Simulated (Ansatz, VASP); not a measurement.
## One calculation of Ni, two programs

```
Ni
1.0
     0.00000    2.57291    2.57291
     2.57291    0.00000    2.57291
     2.57291    2.57291    0.00000
Ni
2
Direct
  0.12500 0.12500 0.12500
  0.87500 0.87500 0.87500
```

Alike in both runs: task single point; functional revPBE; k mesh 17 × 17 × 17; occupations fermi-dirac, width 0.05 eV; collinear spin.

|  | VASP | Ansatz |
| --- | --- | --- |
| version | VASP 6.6.1 | Ansatz 0.2.0 |
| potentials or method | VASP PAW PBE potentials, release 64 (Ni), cutoff 520 eV | plane waves (420 eV) with PAW, scalar-relativistic |
| valence electrons in the cell | 20 | 36 |

|  | VASP | Ansatz | Ansatz less VASP |
| --- | --- | --- | --- |
| net moment per atom (μB) | 0.80 | 0.80 | +0.009 |
| size of the moment on the site where the two differ most (μB) | 0.81 | 0.85 | +0.044 |

VASP's potentials were made for PBE, not for revPBE. Site moments also hang on the region over which each program counts them. VASP's potentials hold 20 valence electrons a cell and Ansatz's 36, so a difference there can come from the potentials and not from the codes.
